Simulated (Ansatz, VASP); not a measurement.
## Ag in VASP and in Ansatz

File INCAR:

```
SYSTEM = Ag
PREC = Accurate ; ENCUT = 520
EDIFF = 1E-6 ; ISMEAR = 0
SIGMA = 0.15 ; LREAL = .False.
LASPH = .True. ; NELM = 100
ALGO = Fast ; ISIF = 2
LWAVE = .False. ; LCHARG = .False.
NBANDS = 12
```

File KPOINTS:

```
regular mesh
0
Gamma
  22 22 22
  0 0 0
```

The input POSCAR:

```
Ag
1.0
   -1.8585023365      1.8585023365      1.3139611519
    1.8585023365     -1.8585023365      1.3139611519
    1.8585023365      1.8585023365     -1.3139611519
Ag
1
Direct
    0.0000000000      0.0000000000      0.0000000000
```

Input for Ansatz:

```yaml
crystal:
  lattice:
    - [-1.8585023365, 1.8585023365, 1.3139611519]
    - [1.8585023365, -1.8585023365, 1.3139611519]
    - [1.8585023365, 1.8585023365, -1.3139611519]
  atoms:
    - { symbol: Ag, position: [0.0, 0.0, 0.0] }
basis:
  ecutwfc: 420
kpoints:
  mp_grid: { grid: [22, 22, 22] }
hamiltonian:
  xc: lda
scf:
  occupations: { method: gaussian, width: 0.15 }
output:
  forces: true
  stress: true
  eigenvalues: true
```

Alike in both runs: task single point; functional LDA; k mesh 22 × 22 × 22; occupations gaussian, width 0.15 eV; no spin polarisation.

|  | VASP | Ansatz |
| --- | --- | --- |
| version | VASP 6.6.1 | Ansatz 0.2.0 |
| potentials or method | VASP PAW LDA potentials, release 64 (Ag), cutoff 520 eV | scalar-relativistic, plane waves, PAW |
| valence electrons in the cell | 11 | 19 |

Ansatz gave:

| Quantity | Value |
| --- | --- |
| gap on the k mesh at the Fermi level (eV) | none |
| pressure (GPa) | -6.7 |
| traceless stress, the component that is largest in VASP (GPa) | 11.76 |

Problem. Estimate VASP's values.

Solution. gap on the k mesh at the Fermi level (eV): none; pressure (GPa): -6.5; traceless stress, the component that is largest in VASP (GPa): 11.81.

LDA's correlation is that of Perdew and Zunger in VASP and of Perdew and Wang (1992) in Ansatz. A gap of «none» marks a metal or a gap that the smearing closes. VASP's potentials hold 11 valence electrons a cell and Ansatz's 19, so a difference there can come from the potentials and not from the codes.
